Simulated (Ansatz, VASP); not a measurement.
# Ta3H: VASP beside Ansatz

```xyz
8
Lattice="4.6002 0.0000 0.0000 -2.3001 3.9839 0.0000 0.0000 0.0000 22.4018" Properties=species:S:1:pos:R:3 pbc="T T T"
Ta    2.3001    1.3280    4.0000
Ta    0.0000    2.6559    4.9390
Ta    0.0000    0.0000    5.8780
Ta    2.3001    1.3280    6.7582
Ta    0.0000    2.6559    7.5839
Ta    0.0000    0.0000    8.4018
H    -1.1175    2.6559    8.8518
H     1.1175    2.6559    8.8518
```

Alike in both runs: task single point; functional LDA; k mesh 6 × 6 × 1; occupations gaussian, width 0.1 eV; no spin polarisation.

|  | VASP | Ansatz |
| --- | --- | --- |
| version | VASP 6.6.1 | Ansatz 0.2.0 |
| potentials or method | VASP PAW LDA potentials, release 64 (Ta_pv, H), cutoff 520 eV | scalar-relativistic, plane waves, PAW |
| valence electrons in the cell | 68 | 80 |

VASP gave:

```
gap on the k mesh at the Fermi level (eV)  : none
rms of the force components (eV/Å)         : 1.059
work function, face that differs most (eV) : 4.10
```

What did Ansatz give for the same quantities?

gap on the k mesh at the Fermi level (eV): none; rms of the force components (eV/Å): 1.047; work function, face that differs most (eV): 4.09.

Ansatz warns that its potentials were made for another functional, while VASP's fit it. LDA's correlation is that of Perdew and Zunger in VASP and of Perdew and Wang (1992) in Ansatz. Atom by atom the forces differ by 0.027 eV/Å (rms over components). A gap of «none» marks a metal or a gap that the smearing closes. VASP's potentials hold 68 valence electrons a cell and Ansatz's 80, so a difference there can come from the potentials and not from the codes.

Neither program's run includes spin-orbit coupling.
